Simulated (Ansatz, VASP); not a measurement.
## Al12NO: VASP beside Ansatz

INCAR

```
SYSTEM = Al12NO
ALGO = Normal
DIPOL = 0.5 0.5 0.301
EDIFF = 1E-6
ENCUT = 520
GGA = PE
IDIPOL = 3
ISIF = 2
ISMEAR = 0
ISPIN = 2
LASPH = .TRUE.
LCHARG = .FALSE.
LDIPOL = .TRUE.
LORBIT = 11
LREAL = .FALSE.
LWAVE = .FALSE.
MAGMOM = 0 0 0 0 0 0 0 0 0 0 0 0 1 0
NBANDS = 40
NELM = 150
PREC = Accurate
SIGMA = 0.1
```

KPOINTS

```
k-points
0
G
  5 5 1
  0 0 0
```

File POSCAR:

```
Al12NO
1.0
    5.7143028096      0.0000000000      0.0000000000
    0.0000000000      5.7143028096      0.0000000000
    0.0000000000      0.0000000000     22.1750227966
Al N O
12 1 1
Direct
    0.2500000000      0.2500000000      0.1803831291
    0.2500000000      0.7500000000      0.1803831291
    0.7500000000      0.2500000000      0.1803831291
    0.7500000000      0.7500000000      0.1803831291
    0.0000000000      0.0000000000      0.2744094953
    0.0000000000      0.5000000000      0.2744094953
    0.5000000000      0.0000000000      0.2744094953
    0.5000000000      0.5000000000      0.2744094953
    0.2500000000      0.2500000000      0.3686590481
    0.2500000000      0.7500000000      0.3686590481
    0.7500000000      0.2500000000      0.3686590481
    0.7500000000      0.7500000000      0.3686590481
    0.3985003037      0.5000000000      0.4624582753
    0.6014996963      0.5000000000      0.4624582753
```

Input for Ansatz:

```yaml
crystal:
  lattice:
    - [5.7143028096, 0.0, 0.0]
    - [0.0, 5.7143028096, 0.0]
    - [0.0, 0.0, 22.1750227966]
  atoms:
    - { symbol: Al, position: [0.25, 0.25, 0.1803831291] }
    - { symbol: Al, position: [0.25, 0.75, 0.1803831291] }
    - { symbol: Al, position: [0.75, 0.25, 0.1803831291] }
    - { symbol: Al, position: [0.75, 0.75, 0.1803831291] }
    - { symbol: Al, position: [0.0, 0.0, 0.2744094953] }
    - { symbol: Al, position: [0.0, 0.5, 0.2744094953] }
    - { symbol: Al, position: [0.5, 0.0, 0.2744094953] }
    - { symbol: Al, position: [0.5, 0.5, 0.2744094953] }
    - { symbol: Al, position: [0.25, 0.25, 0.3686590481] }
    - { symbol: Al, position: [0.25, 0.75, 0.3686590481] }
    - { symbol: Al, position: [0.75, 0.25, 0.3686590481] }
    - { symbol: Al, position: [0.75, 0.75, 0.3686590481] }
    - { symbol: "N", position: [0.3985003037, 0.5, 0.4624582753], spin: 1.0 }
    - { symbol: O, position: [0.6014996963, 0.5, 0.4624582753] }
basis:
  ecutwfc: 420
kpoints:
  mp_grid: { grid: [5, 5, 1] }
hamiltonian:
  xc: pbe
scf:
  occupations: { method: gaussian, width: 0.1 }
output:
  forces: true
  eigenvalues: true
  populations: true
magnetization:
  spin_polarized: true
efield:
  axis: 3
  dipole_correction: true
  ramp_width: 0.04
```

Alike in both runs: task single point; functional PBE; k mesh 5 × 5 × 1; occupations gaussian, width 0.1 eV; collinear spin.

|  | VASP | Ansatz |
| --- | --- | --- |
| version | VASP 6.6.1 | Ansatz 0.2.0 |
| potentials or method | VASP PAW PBE potentials, release 64 (Al, N, O), cutoff 520 eV | scalar-relativistic, plane waves, PAW |
| valence electrons in the cell | 47 | 47 |

Ansatz gave:

```
gap on the k mesh at the Fermi level (eV)                     : none
rms of the force components (eV/Å)                            : 0.746
net moment per atom (μB)                                      : 0.07
size of the moment on the site where the two differ most (μB) : 0.20
```

Task: Estimate VASP's values.

Result: gap on the k mesh at the Fermi level (eV): none; rms of the force components (eV/Å): 1.041; net moment per atom (μB): 0.07; size of the moment on the site where the two differ most (μB): 0.37.

Site moments also hang on the region over which each program counts them. Atom by atom the forces differ by 0.299 eV/Å (rms over components). A gap of «none» marks a metal or a gap that the smearing closes.

Noted on VASP's run: the standard files for N, O and F lose accuracy on very short bonds.
